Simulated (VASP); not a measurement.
Write the native input for VASP 6.6.1 that does the following.

```yaml
Task: single point
Functional: PBE
Potentials_or_basis: VASP PAW PBE potentials, release 64 (Mg, Zn, S)
Cutoff: 520 eV
k_mesh: 4 × 2 × 2
Occupations: gaussian, width 0.1 eV
Spin: no spin polarisation
Dipole_correction: no
Further_INCAR_settings: ALGO = Normal; EDIFF = 1e-06; NBANDS = 31
```

The structure of Mg3ZnS4 lies in POSCAR:

```
Mg3ZnS4
1.0
   -0.0017095013      0.0000301806      3.6882555960
    3.6854409768     -5.1837013853     -0.0015943999
    3.6839522839      5.1823932350     -0.0018961598
Mg Zn S
3 1 4
Direct
    0.4998792204      1.0003023571      0.5000518565
    0.4998617323      0.4997903782      1.0001000554
    0.0001046139      0.4999855735      0.4998245030
    0.0022685196     -0.0006327051     -0.0002702183
   -0.0004754780      0.7526093256      0.2475862702
    0.4996328596      0.7542677616      0.7541772234
    0.4992065500      0.2459577656      0.2459622152
   -0.0004780178      0.2477195436      0.7525680948
```

The input as run:

INCAR

```
SYSTEM = Mg3ZnS4
PREC     = Accurate       ! precision mode
ENCUT    = 520            ! plane-wave cutoff, eV
EDIFF    = 1E-6           ! SCF threshold, eV
ISMEAR   = 0              ! smearing method
SIGMA    = 0.1            ! smearing width, eV
LREAL    = .FALSE.        ! projectors in reciprocal space
LASPH    = .TRUE.         ! aspherical terms in the spheres
NELM     = 80             ! most SCF steps
ALGO     = Normal         ! electronic algorithm
ISIF     = 2              ! what is computed and relaxed
LWAVE    = .FALSE.        ! write WAVECAR
LCHARG   = .FALSE.        ! write CHGCAR
GGA      = PE             ! functional
NBANDS   = 31             ! bands
```

KPOINTS

```
Automatic mesh
0
G
  4 2 2
  0 0 0
```

Potentials or basis: VASP PAW PBE potentials, release 64 (Mg, Zn, S).

Launch:

```console
$ cat potpaw_PBE.64/Mg/POTCAR potpaw_PBE.64/Zn/POTCAR potpaw_PBE.64/S/POTCAR > POTCAR
$ mpirun -np 1 vasp_std > vasp.out
```

It gave:

| Property | Result |
| --- | --- |
| Pressure | -0.2 GPa |
| Largest force | 0.025 eV/Å |
| Band gap on the k mesh | 1.26 eV, indirect (least direct gap 1.39 eV) |

Caveat: the k points lie up to 0.52 Å⁻¹ apart.

It took 24 s on 1 thread of Intel(R) Xeon(R) 6975P-C (Granite Rapids), on a shared host, peak memory 0.25 GiB.
